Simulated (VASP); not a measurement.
# Te6Mo3H (a cell with a defect) in VASP: further runs

Te6Mo3H (a cell with a defect) is run at these levels: PBEsol+D3(BJ); tasks: single point.

All numbers are computed with VASP 6.6.1; they aren't measurements. Logs are shortened: lines on timing, memory, paths and dates and some standing lists are left out, and cuts for length are marked.

## (1) The cell of the first run

The cell holds a defect, 10 atoms: a = 3.433 Å, b = 3.433 Å, c = 20.770 Å, α = 90.00°, β = 90.00°, γ = 120.00°.

## (2) Single point, PBEsol+D3(BJ)

INCAR reads:

```
PREC     = Accurate       # precision mode
ENCUT    = 400            # plane-wave cutoff, eV
EDIFF    = 1E-6           # SCF threshold, eV
ISMEAR   = 0              # smearing method
SIGMA    = 0.05           # smearing width, eV
LREAL    = F              # projectors in reciprocal space
LASPH    = T              # aspherical terms in the spheres
NELM     = 120            # most SCF steps
ALGO     = Normal         # electronic algorithm
ISIF     = 2              # what is computed and relaxed
LWAVE    = F              # write WAVECAR
LCHARG   = T              # write CHGCAR
GGA      = PS             # functional
IVDW     = 12             # dispersion correction
LELF     = T              # ELF
LVHAR    = T            
NBANDS   = 50             # bands
GGA_COMPAT= F
```

KPOINTS reads:

```
Automatic mesh
0
Gamma
  9 9 2
```

POSCAR reads:

```
Te6Mo3H
1.0
    3.4334348991      0.0000000000      0.0000000000
   -1.7167174496      2.9734418449      0.0000000000
    0.0000000000      0.0000000000     20.7704276327
Te Mo H
6 3 1
Direct
    0.0000000000      0.0000000000      0.9125759158
    0.3333333333      0.6666666667      0.5917813750
    0.3333333333      0.6666666667      0.2333059430
    0.3333333333      0.6666666667      0.7666940570
    0.3333333333      0.6666666667      0.4082186250
    0.0000000000      0.0000000000      0.0874240842
    0.0000000000      0.0000000000      0.6791506171
    0.0000000000      0.0000000000      0.3208493829
    0.3333333333      0.6666666667      0.0000000000
   -0.3023098515     -0.0261549258      0.7523436355
```

Potentials or basis: VASP PAW PBE potentials, release 64 (Te, Mo_sv, H).

On the command line:

```sh
> cat potpaw_PBE.64/Te/POTCAR potpaw_PBE.64/Mo_sv/POTCAR potpaw_PBE.64/H/POTCAR > POTCAR
> mpirun -np 1 vasp_std > vasp.out
```

OUTCAR:

```text
PREC = Accurate
   ENCUT = 400
   EDIFF = 1E-6
   ISMEAR = 0
   LREAL = F
   LASPH = T
   NELM = 120
   ISIF = 2
   GGA = PS
   IVDW = 12
 IVDW          = 12

 ion  position               nearest neighbor table
   1  0.000  0.000  0.913-   9 2.69   9 2.69   9 2.69   4 3.62   4 3.62   4 3.62   6 3.63
   2  0.333  0.667  0.592-   7 2.69   7 2.69   7 2.69   4 3.63
   3  0.333  0.667  0.233-   8 2.69   8 2.69   8 2.69   6 3.62   6 3.62   6 3.62   5 3.63
   4  0.333  0.667  0.767-  10 1.20   7 2.69   7 2.69   7 2.69   1 3.62   1 3.62   1 3.62   2 3.63

   5  0.333  0.667  0.408-   8 2.69   8 2.69   8 2.69   3 3.63
   6  0.000  0.000  0.087-   9 2.69   9 2.69   9 2.69   3 3.62   3 3.62   3 3.62   1 3.63
   7  0.000  0.000  0.679-  10 1.82   2 2.69   2 2.69   2 2.69   4 2.69   4 2.69   4 2.69
   8  0.000  0.000  0.321-   5 2.69   5 2.69   5 2.69   3 2.69   3 2.69   3 2.69
   9  0.333  0.667  0.000-   1 2.69   6 2.69   1 2.69   6 2.69   1 2.69   6 2.69
  10  0.698  0.974  0.752-   4 1.20   7 1.82

  LATTYP: Found a hexagonal cell.
 ALAT       =     3.4334348991
 C/A-ratio  =     6.0494601596

  Lattice vectors:

 A1 = (   3.4334348991,   0.0000000000,   0.0000000000)
 A2 = (  -1.7167174496,   2.9734418449,   0.0000000000)
 A3 = (   0.0000000000,   0.0000000000,  20.7704276327)

Analysis of symmetry for initial positions (statically):
=====================================================================
 Subroutine PRICEL returns:
 Original cell was already a primitive cell.

 Routine SETGRP: Setting up the symmetry group for a
 hexagonal supercell.

 Subroutine GETGRP returns: Found  1 space group operations
 (whereof  1 operations were pure point group operations)
 out of a pool of 24 trial point group operations.

The static configuration has the point symmetry C_1 .

Analysis of symmetry for dynamics (positions and initial velocities):
=====================================================================
 Subroutine PRICEL returns:
 Original cell was already a primitive cell.

 Routine SETGRP: Setting up the symmetry group for a
 hexagonal supercell.

 Subroutine GETGRP returns: Found  1 space group operations
 (whereof  1 operations were pure point group operations)
 out of a pool of 24 trial point group operations.

The dynamic configuration has the point symmetry C_1 .

 Subroutine INISYM returns: Found  1 space group operations
 (whereof  1 operations are pure point group operations),
 and found     1 'primitive' translations

[... 117 lines left out ...]
   ISYM   =      2    0-nonsym 1-usesym 2-fastsym
   POTIM  = 0.5000    time-step for ionic-motion
   TEBEG  =    0.0;   TEEND  =   0.0 temperature during run
   PSTRESS=    0.0 pullay stress
   NELECT =      79.0000    total number of electrons
   NUPDOWN=      -1.0000    fix difference up-down
   EMIN   =  10.00;   EMAX   =-10.00  energy-range for DOS
   EFERMI =   0.00;   METHOD = LEGACY
   ISMEAR =     0;   SIGMA  =   0.05  broadening in eV -4-tet -1-fermi 0-gaus
   EFERMI_NEDOS =   21; number of points for ismear=-14 and -15
   IALGO  =     38    algorithm
   IMIX   =      4    mixing-type and parameters
     AMIX     =   0.40;   BMIX     =  1.00
     AMIX_MAG =   1.60;   BMIX_MAG =  1.00
  volume/ion in A,a.u.               =      21.20       143.10
  Fermi-wavevector in a.u.,A,eV,Ry     =   1.177984  2.226066 18.880066  1.387646
  Thomas-Fermi vector in A             =   2.314321
   LORBIT       =      0    0 simple, 1 ext, 2 COOP (PROOUT), +10 PAW based schemes
   GGA     = PS    functional components
   LHFCALC =     F    Hartree Fock is set to
   AEXX    =    0.0000 exact exchange contribution
   IVDW    =    12    specifies the selected vdW correction
   LEPSILON=     F    determine dielectric tensor
   LRPA    =     F    only Hartree local field effects (RPA)
 non-spin polarized calculation
 Gauss-broadening in eV      SIGMA  =   0.05
  energy-cutoff  :      400.00
  volume of cell :      212.05
 maximum number of plane-waves:      3908
   NGX = 11   NGY = 11   NGZ = 67

 number of electron      78.9999990 magnetization

 Free energy of the ion-electron system (eV)
  ---------------------------------------------------
  ext. energy  EPLUGINS =         0.00000000
  ---------------------------------------------------
  free energy    TOTEN  =       -55.50323073 eV

  energy without entropy =      -55.49676220  energy(sigma->0) =      -55.49999647

 E-fermi :   9.6557     XC(G=0): -10.8930

 val. band max:        9.6551516308   @ k =   0.3333   0.3333   0.0000
 cond. band min:       9.6569176905   @ k =  -0.1111   0.4444   0.0000
 fundamental gap:      0.0017660597
 Fermi energy:         9.6556719443

 k-point     1 :       0.0000    0.0000    0.0000
  band No.  band energies     occupation
      1     -51.8703      2.00000
      2     -51.6130      2.00000
      3     -51.5302      2.00000
      4     -26.2797      2.00000
      5     -25.9303      2.00000
      6     -25.9122      2.00000
[... 1261 lines left out ...]
     49      12.0318      0.00000
     50      12.2625      0.00000

 [... further k-points ...]

------------------------ aborting loop because EDIFF is reached ----------------------------------------

 Edisp (eV)   -5.04280

 E8    (eV) :    -3.4314

  FORCE on cell =-STRESS in cart. coord.  units (eV):
  Direction    XX          YY          ZZ          XY          YZ          ZX
  --------------------------------------------------------------------------------------
  -------------------------------------------------------------------------------------
  Total      12.70853    18.04253     6.55349    13.89753    -5.61707    -5.69056
  in kB      96.02232   136.32461    49.51642   105.00606   -42.44107   -42.99637
  external pressure =       93.95 kB  Pullay stress =        0.00 kB

 VOLUME and BASIS-vectors are now :
 -----------------------------------------------------------------------------
  energy-cutoff  :      400.00
  volume of cell :      212.05
      direct lattice vectors                 reciprocal lattice vectors
     3.433434899  0.000000000  0.000000000     0.291253520  0.168155298  0.000000000
    -1.716717450  2.973441845  0.000000000     0.000000000  0.336310596  0.000000000
     0.000000000  0.000000000 20.770427633     0.000000000  0.000000000  0.048145374

 POSITION                                       TOTAL-FORCE (eV/Angst)
 -----------------------------------------------------------------------------------
      0.00000      0.00000     18.95459        -0.029467     -0.012019     -0.011515
     -0.00000      1.98229     12.29155         0.046701      0.033872     -0.516831
     -0.00000      1.98229      4.84586        -0.000740     -0.000701     -0.030839
     -0.00000      1.98229     15.92456       -14.199230    -17.402603      7.302711
     -0.00000      1.98229      8.47888         0.000352      0.000458      0.073538
      0.00000      0.00000      1.81584        -0.003740     -0.001563      0.053798
      0.00000      0.00000     14.10625         0.780979      0.178010     -2.001800
      0.00000      0.00000      6.66418        -0.001055      0.000837     -0.014859
     -0.00000      1.98229      0.00000         0.002812      0.005133     -0.041024
      0.72366      2.89567     15.62650        13.403388     17.198576     -4.813178
 -----------------------------------------------------------------------------------
    total drift:                               -0.000019     -0.000003      0.000027

  FREE ENERGIE OF THE ION-ELECTRON SYSTEM (eV)
  ---------------------------------------------------
  free  energy   TOTEN  =       -60.5460291540 eV

  energy  without entropy=      -60.5395606300  energy(sigma->0) =      -60.54279489
```

OSZICAR:

```text
N       E                     dE             d eps       ncg     rms          rms(c)
DAV:   1     0.541404568318E+03    0.54140E+03   -0.35990E+04  9896   0.115E+03
DAV:   2    -0.236018025761E+02   -0.56501E+03   -0.54458E+03  9996   0.308E+02
DAV:   3    -0.570053344488E+02   -0.33404E+02   -0.32405E+02 10024   0.649E+01
DAV:   4    -0.579984331257E+02   -0.99310E+00   -0.98056E+00 10200   0.106E+01
[... 11 lines left out ...]
DAV:  16    -0.555032453032E+02   -0.24555E-05   -0.51143E-05 10104   0.332E-02    0.128E-01
DAV:  17    -0.555032351184E+02    0.10185E-04   -0.18565E-05  9490   0.208E-02    0.662E-02
DAV:  18    -0.555032329331E+02    0.21853E-05   -0.45364E-06  8564   0.954E-03    0.414E-02
DAV:  19    -0.555032311639E+02    0.17692E-05   -0.44055E-06  8406   0.862E-03    0.140E-02
DAV:  20    -0.555032307279E+02    0.43595E-06   -0.68247E-07  4588   0.343E-03
   1 F= -.60546029E+02 E0= -.60542795E+02  d E =-.646852E-02
```

stdout:

```text
POSCAR found type information on POSCAR TeMoH
 POSCAR found :  3 types and      10 ions
 scaLAPACK will be used
 -----------------------------------------------------------------------------
|                                                                             |
|                                                                             |
|     You enforced a specific xc type in the INCAR file but a different       |
|     I HOPE YOU KNOW WHAT YOU ARE DOING!                                     |
|                                                                             |
 -----------------------------------------------------------------------------

 LDA part: xc-table for (Slater+PW92), standard interpolation
 POSCAR, INCAR and KPOINTS ok, starting setup
 FFT: planning ... GRIDC
 FFT: planning ... GRID_SOFT
 FFT: planning ... GRID
 WAVECAR not read
 entering main loop
```

Run time: 6.2 min. Hardware: 1 thread of Intel Xeon 6975P-C (Granite Rapids), shared host; peak memory 0.59 GiB.

Results:

```
Free energy                : -60.5460 eV
Pressure                   : 9.4 GPa
Largest force              : 23.618 eV/Å
Band gap on the k mesh     : zero (an odd number of electrons rules out a gap without spin polarisation)
Dispersion energy per atom : -0.504 eV
```

Forces in eV/Å, atoms in the order of the input:
```
Te   -0.029  -0.012  -0.012
Te    0.047   0.034  -0.517
Te   -0.001  -0.001  -0.031
Te  -14.199 -17.403   7.303
Te    0.000   0.000   0.074
Te   -0.004  -0.002   0.054
Mo    0.781   0.178  -2.002
Mo   -0.001   0.001  -0.015
Mo    0.003   0.005  -0.041
H    13.403  17.199  -4.813
```

Caveat: the PAW data sets were made with another functional, which shifts forces and pressure a little; spin-orbit coupling is left out, which moves the levels of the heavy elements; an odd number of electrons without spin polarisation forces a metal; a magnetic or distorted state may lie lower.

## (3) Single point, PBEsol+D3(BJ)

INCAR reads:

```
SYSTEM = Te6Mo3H
PREC = Accurate
ENCUT = 400
EDIFF = 1E-6
ISMEAR = 0
SIGMA = 0.05
LREAL = .False.
LASPH = .True.
NELM = 120
ALGO = Normal
ISIF = 2
LWAVE = .False.
LCHARG = .True.
GGA = PS
IVDW = 12
LELF = .True.
LVHAR = .True.
NBANDS = 50
GGA_COMPAT = .False.
```

KPOINTS reads:

```
regular mesh
0
Gamma
  9 9 2
  0 0 0
```

POSCAR reads:

```
Te6Mo3H
1.0
    3.4334342720      0.0000000000      0.0000000000
   -1.7167171360      2.9734413017      0.0000000000
    0.0000000000      0.0000000000     20.7704294686
Te Mo H
6 3 1
Direct
    0.0000000000      0.0000000000      0.9125759363
    0.3333333333      0.6666666667      0.5917818730
    0.3333333333      0.6666666667      0.2333053354
    0.3333333333      0.6666666667      0.7666946646
    0.3333333333      0.6666666667      0.4082181270
    0.0000000000      0.0000000000      0.0874240637
    0.0000000000      0.0000000000      0.6791511892
    0.0000000000      0.0000000000      0.3208488108
    0.3333333333      0.6666666667      0.0000000000
   -0.4689764967     -0.6928215817      0.9190103014
```

Potentials or basis: VASP PAW PBE potentials, release 64 (Te, Mo_sv, H).

On the command line:

```sh
> cat potpaw_PBE.64/Te/POTCAR potpaw_PBE.64/Mo_sv/POTCAR potpaw_PBE.64/H/POTCAR > POTCAR
> mpirun -np 1 vasp_std > vasp.out
```

OUTCAR:

```text
SYSTEM = Te6Mo3H
   PREC = Accurate
   ENCUT = 400
   EDIFF = 1E-6
   ISMEAR = 0
   LREAL = .False.
   LASPH = .True.
   NELM = 120
   ISIF = 2
   GGA = PS
   IVDW = 12
 IVDW          = 12

 ion  position               nearest neighbor table
   1  0.000  0.000  0.913-  10 1.59  10 2.11   9 2.69   9 2.69   9 2.69   4 3.62   4 3.62   4 3.62
                             6 3.63
   2  0.333  0.667  0.592-   7 2.69   7 2.69   7 2.69   4 3.63
   3  0.333  0.667  0.233-   8 2.69   8 2.69   8 2.69   6 3.62   6 3.62   6 3.62   5 3.63
   4  0.333  0.667  0.767-   7 2.69   7 2.69   7 2.69   1 3.62   1 3.62   1 3.62   2 3.63
   5  0.333  0.667  0.408-   8 2.69   8 2.69   8 2.69   3 3.63
   6  0.000  0.000  0.087-   9 2.69   9 2.69   9 2.69   3 3.62   3 3.62   3 3.62   1 3.63
[... 1500 lines left out ...]
 VOLUME and BASIS-vectors are now :
 -----------------------------------------------------------------------------
  energy-cutoff  :      400.00
  volume of cell :      212.05
      direct lattice vectors                 reciprocal lattice vectors
     3.433434272  0.000000000  0.000000000     0.291253573  0.168155329  0.000000000
    -1.716717136  2.973441302  0.000000000     0.000000000  0.336310658  0.000000000
     0.000000000  0.000000000 20.770429469     0.000000000  0.000000000  0.048145369

 POSITION                                       TOTAL-FORCE (eV/Angst)
 -----------------------------------------------------------------------------------
      0.00000      0.00000     18.95459        -1.762543     -1.229504     -2.120300
     -0.00000      1.98229     12.29156        -0.002706     -0.000146     -0.044383
     -0.00000      1.98229      4.84585        -0.009733      0.000398     -0.045524
     -0.00000      1.98229     15.92458        -0.009397     -0.010096      0.040576
     -0.00000      1.98229      8.47887        -0.001786     -0.000623      0.057528
      0.00000      0.00000      1.81584         0.041883      0.007698     -0.118412
      0.00000      0.00000     14.10626         0.003083     -0.001823      0.019587
      0.00000      0.00000      6.66417         0.004605      0.003193     -0.013831
     -0.00000      1.98229      0.00000        -0.260912     -0.168092      2.236298
      1.29590      0.91338     19.08824         1.997507      1.398994     -0.011539
 -----------------------------------------------------------------------------------
    total drift:                               -0.000016      0.000018      0.000275

  FREE ENERGIE OF THE ION-ELECTRON SYSTEM (eV)
  ---------------------------------------------------
  free  energy   TOTEN  =       -64.5272927575 eV

  energy  without entropy=      -64.5248442044  energy(sigma->0) =      -64.52606848
```

OSZICAR:

```text
N       E                     dE             d eps       ncg     rms          rms(c)
DAV:   1     0.531944594935E+03    0.53194E+03   -0.35961E+04  9928   0.115E+03
DAV:   2    -0.277230183464E+02   -0.55967E+03   -0.53931E+03 10082   0.307E+02
DAV:   3    -0.606544516270E+02   -0.32931E+02   -0.31972E+02 10042   0.642E+01
DAV:   4    -0.616364969095E+02   -0.98205E+00   -0.97384E+00 10172   0.105E+01
DAV:   5    -0.616674093940E+02   -0.30912E-01   -0.30871E-01 11088   0.191E+00    0.328E+01
DAV:   6    -0.600816827886E+02    0.15857E+01   -0.73167E+00  9262   0.127E+01    0.131E+01
DAV:   7    -0.601135368101E+02   -0.31854E-01   -0.53810E+00  9022   0.994E+00    0.752E+00
DAV:   8    -0.594838562897E+02    0.62968E+00   -0.17278E+00  9066   0.608E+00    0.458E+00
DAV:   9    -0.595042002255E+02   -0.20344E-01   -0.34786E-01 10300   0.227E+00    0.221E+00
DAV:  10    -0.594915793972E+02    0.12621E-01   -0.49850E-02  9782   0.120E+00    0.129E+00
DAV:  11    -0.594851577890E+02    0.64216E-02   -0.38519E-02 10066   0.116E+00    0.747E-01
DAV:  12    -0.594842680722E+02    0.88972E-03   -0.10966E-02 10028   0.538E-01    0.549E-01
DAV:  13    -0.594841404834E+02    0.12759E-03   -0.20404E-03  9808   0.220E-01    0.378E-01
DAV:  14    -0.594839006826E+02    0.23980E-03   -0.53308E-04 10042   0.121E-01    0.253E-01
DAV:  15    -0.594838640313E+02    0.36651E-04   -0.15747E-04  9896   0.483E-02    0.199E-01
DAV:  16    -0.594838518478E+02    0.12184E-04   -0.43832E-05  9818   0.236E-02    0.795E-02
DAV:  17    -0.594838485077E+02    0.33401E-05   -0.77605E-06 10286   0.153E-02    0.571E-02
DAV:  18    -0.594838477942E+02    0.71355E-06   -0.24715E-06  6924   0.616E-03
   1 F= -.64527293E+02 E0= -.64526068E+02  d E =-.244855E-02
```

stdout:

```text
POSCAR found type information on POSCAR TeMoH
 POSCAR found :  3 types and      10 ions
 scaLAPACK will be used
 -----------------------------------------------------------------------------
|                                                                             |
|                                                                             |
|     You enforced a specific xc type in the INCAR file but a different       |
|     I HOPE YOU KNOW WHAT YOU ARE DOING!                                     |
|                                                                             |
 -----------------------------------------------------------------------------

 LDA part: xc-table for (Slater+PW92), standard interpolation
 POSCAR, INCAR and KPOINTS ok, starting setup
 FFT: planning ... GRIDC
 FFT: planning ... GRID_SOFT
 FFT: planning ... GRID
 WAVECAR not read
 entering main loop
```

Run time: 11 min. Hardware: 1 thread of Intel Xeon Platinum 8259CL at 2.50GHz (Skylake/Cascade Lake), shared host; peak memory 0.6 GiB.

Results:

```
Free energy                : -64.5273 eV
Pressure                   : 3.5 GPa
Largest force              : 3.019 eV/Å
Band gap on the k mesh     : zero (an odd number of electrons rules out a gap without spin polarisation)
Dispersion energy per atom : -0.504 eV
```

Forces on the atoms (eV/Å):
```
Te  -1.763 -1.230 -2.120
Te  -0.003  0.000 -0.044
Te  -0.010  0.000 -0.046
Te  -0.009 -0.010  0.041
Te  -0.002 -0.001  0.058
Te   0.042  0.008 -0.118
Mo   0.003 -0.002  0.020
Mo   0.005  0.003 -0.014
Mo  -0.261 -0.168  2.236
H    1.998  1.399 -0.012
```

Stress tensor (GPa, compression positive):
```
 4.22  2.08 -0.05
 2.08  3.65 -0.02
-0.05 -0.02  2.60
```

Levels at points of the mesh, in eV from the Fermi level:
```tsv
k point	band 35	band 36	band 37	band 38	band 39	band 40	band 41	band 42	band 43	band 44
(0.00, 0.00, 0.00)	-1.55	-1.55	-1.33	-0.80	-0.66	-0.41	1.93	2.36	2.39	2.55
(0.00, 0.00, 0.50)	-1.55	-1.55	-1.26	-0.79	-0.67	-0.41	1.93	2.36	2.40	2.53
```

Caveat: the PAW data sets were made with another functional, which shifts forces and pressure a little; spin-orbit coupling is left out, which moves the levels of the heavy elements; an odd number of electrons without spin polarisation forces a metal; a magnetic or distorted state may lie lower.
